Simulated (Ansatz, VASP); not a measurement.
Zn4HO4: VASP beside Ansatz

```
CELL_PARAMETERS angstrom
5.51481 0.00000 0.00000
0.00000 5.51481 0.00000
0.00000 0.00000 3.24301
ATOMIC_POSITIONS crystal
Zn 0.18207 0.18207 0.50000
Zn 0.81793 0.81793 0.50000
Zn 0.68207 0.31793 0.00000
Zn 0.31793 0.68207 0.00000
O 0.81800 0.18200 0.50000
O 0.18200 0.81800 0.50000
O 0.68200 0.68200 0.00000
O 0.31800 0.31800 0.00000
H 0.00004 0.48200 0.40000
```

Alike in both runs: task single point; functional PBEsol; k mesh 4 × 4 × 8; occupations gaussian, width 0.05 eV; no spin polarisation.

|  | VASP | Ansatz |
| --- | --- | --- |
| version | VASP 6.6.1 | Ansatz 0.2.0 |
| potentials or method | VASP PAW PBE potentials, release 64 (Zn, O, H), cutoff 520 eV | scalar-relativistic, plane waves, PAW |
| valence electrons in the cell | 73 | 73 |

Ansatz gave:

- gap on the k mesh at the Fermi level (eV): none
- pressure (GPa): 2.5
- traceless stress, the component that is largest in VASP (GPa): -1.88
- rms of the force components (eV/Å): 0.278

**Question.** Which values does VASP return?

**Answer.** gap on the k mesh at the Fermi level (eV): none; pressure (GPa): 3.4; traceless stress, the component that is largest in VASP (GPa): -1.92; rms of the force components (eV/Å): 0.279.

VASP's potentials were made for PBE, not for PBEsol, and Ansatz warns of the same on its side. Atom by atom the forces differ by 0.003 eV/Å (rms over components). A gap of «none» marks a metal or a gap that the smearing closes.
